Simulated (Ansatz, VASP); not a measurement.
# One calculation of Ni3Ge, two programs

```
Ni Ge
1.0
     3.52491    0.00000    0.00000
     0.00000    3.52491    0.00000
     0.00000    0.00000    3.52491
Ni Ge
3 1
Direct
  0.50000 0.00000 0.50000
  0.00000 0.50000 0.50000
  0.50000 0.50000 0.00000
  0.00000 0.00000 0.00000
```

Alike in both runs: functional PBEsol; k mesh 12 × 12 × 12; occupations gaussian, width 0.1 eV; no spin polarisation.

Ansatz relaxed the structure, and its values are those at the end. VASP's run is a single point on that final structure, the one shown.

|  | VASP | Ansatz |
| --- | --- | --- |
| version | VASP 6.6.1 | Ansatz 0.2.0 |
| potentials or method | VASP PAW PBE potentials, release 64 (Ni, Ge_d), cutoff 520 eV | scalar-relativistic, plane waves, PAW |
| valence electrons in the cell | 44 | 68 |

|  | VASP | Ansatz | Ansatz less VASP |
| --- | --- | --- | --- |
| gap on the k mesh at the Fermi level (eV) | none | none | - |
| pressure (GPa) | 0.4 | 0.0 | -0.36 |

VASP's potentials were made for PBE, not for PBEsol. A gap of «none» marks a metal or a gap that the smearing closes. VASP's potentials hold 44 valence electrons a cell and Ansatz's 68, so a difference there can come from the potentials and not from the codes.
